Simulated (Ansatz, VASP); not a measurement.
## CaO: VASP beside Ansatz

```
CELL_PARAMETERS angstrom
0.00000 2.63919 2.63919
2.63919 0.00000 2.63919
2.63919 2.63919 0.00000
ATOMIC_POSITIONS crystal
Ca 0.00000 0.00000 0.00000
O 0.25000 0.25000 0.25000
```

Change from the starting cell: volume scaled by 1.02, PAW files.

Alike in both runs: task electric field gradients; functional PBE; k mesh 11 × 11 × 11; occupations fermi-dirac, width 0.05 eV; no spin polarisation.

|  | VASP | Ansatz |
| --- | --- | --- |
| version | VASP 6.6.1 | Ansatz 0.2.0 |
| potentials or method | VASP PAW PBE potentials, release 64 (Ca_sv, O) | PAW with Ansatz's default frozen-core files, scalar-relativistic |
| plane-wave cutoff (eV) | 520 | 420 |
| valence electrons in the cell | 16 | 16 |

|  | VASP | Ansatz | Ansatz less VASP |
| --- | --- | --- | --- |
| gap on the k mesh at the Fermi level (eV) | 3.21 | 3.22 | +0.007 |
| pressure (GPa) | -1.0 | -1.4 | -0.40 |

With one functional, cell and mesh, what is left measures potentials, basis and numerics.
